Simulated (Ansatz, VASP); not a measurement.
## Sc: VASP beside Ansatz

```
Sc
1.0
    -1.45992    1.45992    1.45992
     1.45992   -1.45992    1.45992
     1.45992    1.45992   -1.45992
Sc
1
Direct
  0.00000 0.00000 0.00000
```

Change from the starting cell: volume scaled by 0.5, PAW files.

Alike in both runs: task single point; functional PBE; k mesh 16 × 16 × 16; occupations fermi-dirac, width 0.05 eV; no spin polarisation.

```csv
,VASP,Ansatz
version,VASP 6.6.1,Ansatz 0.2.0
potentials or method,"VASP PAW PBE potentials, release 64 (Sc_sv)","PAW with Ansatz's default frozen-core files, scalar-relativistic"
plane-wave cutoff (eV),520,420
valence electrons in the cell,11,11
```

VASP gave:

* pressure (GPa): 97.4

Question: Which values does Ansatz return?

Answer: Pressure (GPa): 96.2.

Both programs put the cell under a high pressure, so it lies far from rest at this level.

Noted on VASP's run: the cell as given lies far from equilibrium.
